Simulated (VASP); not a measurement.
Input of a VASP 6.6.1 run:

The input INCAR:

```
SYSTEM = SnSe
PREC     = Accurate       ! precision mode
ENCUT    = 520            ! plane-wave cutoff, eV
EDIFF    = 1E-6           ! SCF threshold, eV
ISMEAR   = 0              ! smearing method
SIGMA    = 0.05           ! smearing width, eV
LREAL    = .FALSE.        ! projectors in reciprocal space
LASPH    = .TRUE.         ! aspherical terms in the spheres
NELM     = 80             ! most SCF steps
ALGO     = Normal         ! electronic algorithm
ISIF     = 2              ! what is computed and relaxed
LWAVE    = .FALSE.        ! write WAVECAR
LCHARG   = .FALSE.        ! write CHGCAR
GGA      = CA             ! functional
NBANDS   = 17             ! bands
```

KPOINTS

```
regular mesh
0
G
  8 8 8
  0 0 0
```

POSCAR

```
SnSe
1.0
    0.0000000000      2.9648500000      3.0100000000
    3.0551500000      0.0000000000      3.0100000000
    3.0551500000      2.9648500000      0.0000000000
Sn Se
1 1
Direct
    0.0000000000      0.0000000000      0.0000000000
    0.5000000000      0.5000000000      0.5000000000
```

Potentials or basis: VASP PAW LDA potentials, release 64 (Sn_d, Se).

Run with:

```console
$ cat potpaw_LDA.64/Sn_d/POTCAR potpaw_LDA.64/Se/POTCAR > POTCAR
$ mpirun -np 1 vasp_std > vasp.out
```

**Question.** Estimate the pressure.

**Answer.** -3.2 GPa.

**Question.** What does it give for the band gap on the k mesh?

**Answer.** 0.65 eV, direct.

Stress tensor (GPa, compression positive):
```
-4.76  0.00  0.00
 0.00 -1.47  0.00
 0.00  0.00 -3.27
```

Caveat: the cell differs from its parent crystal (strain +0.0150 x Voigt [1, -1, 0, 0, 0, 0]); spin-orbit coupling is left out, which moves the levels of the heavy elements. A k mesh can miss the band edges.
